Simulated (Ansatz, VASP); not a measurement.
## Two plane-wave programs on SiC

INCAR

```
SYSTEM = SiC
ALGO = Normal ; EDIFF = 1E-6
ENCUT = 520 ; GGA = PS
ISIF = 2 ; ISMEAR = 0
LASPH = .True. ; LCHARG = .False.
LREAL = .False. ; LWAVE = .False.
NBANDS = 26 ; NELM = 60
PREC = Accurate ; SIGMA = 0.01
```

File KPOINTS:

```
k-points
0
Gamma
  12 12 2
  0 0 0
```

The input POSCAR:

```
SiC
1.0
    3.0756940000      0.0000000000      0.0000000000
   -1.5378470000      2.6636291383      0.0000000000
    0.0000000000      0.0000000000     10.0706460000
Si C
4 4
Direct
    0.6666666667      0.3333333333      0.9378420000
    0.3333333333      0.6666666667      0.4378420000
    0.0000000000      0.0000000000      0.6878940000
    0.0000000000      0.0000000000      0.1878940000
    0.6666666667      0.3333333333      0.7498030000
    0.3333333333      0.6666666667      0.2498030000
    0.0000000000      0.0000000000      0.5004600000
    0.0000000000      0.0000000000      0.0004600000
```

Input for Ansatz:

```yaml
crystal:
  lattice:
    a: 3.075694
    b: 3.075694
    c: 10.070646
    alpha: 90.0
    beta: 90.0
    gamma: 120.0
  atoms:
    - { symbol: Si, position: [0.6666666666666666, 0.3333333333333333, 0.937842] }
    - { symbol: Si, position: [0.3333333333333333, 0.6666666666666666, 0.437842] }
    - { symbol: Si, position: [0.0, 0.0, 0.687894] }
    - { symbol: Si, position: [0.0, 0.0, 0.187894] }
    - { symbol: C, position: [0.6666666666666666, 0.3333333333333333, 0.749803] }
    - { symbol: C, position: [0.3333333333333333, 0.6666666666666666, 0.249803] }
    - { symbol: C, position: [0.0, 0.0, 0.50046] }
    - { symbol: C, position: [0.0, 0.0, 0.00046] }
basis:
  ecutwfc: 510.0
kpoints:
  mp_grid:
    grid: [12, 12, 2]
hamiltonian:
  xc: pbesol
scf:
  max_iter: 80
  n_extra_bands: 22
  occupations:
    method: fixed
output:
  dos:
    de: 0.05
    projected: true
```

Alike in both runs: task single point; functional PBEsol; k mesh 12 × 12 × 2; no spin polarisation.

|  | VASP | Ansatz |
| --- | --- | --- |
| version | VASP 6.6.1 | Ansatz 0.2.0 |
| potentials or method | VASP PAW PBE potentials, release 64 (Si, C), cutoff 520 eV | plane waves, PAW |
| occupations | gaussian, width 0.01 eV | fixed |
| valence electrons in the cell | 32 | 32 |

|  | VASP | Ansatz | Ansatz less VASP |
| --- | --- | --- | --- |
| gap on the k mesh at the Fermi level (eV) | 2.11 | 2.12 | +0.008 |

VASP's potentials were made for PBE, not for PBEsol.
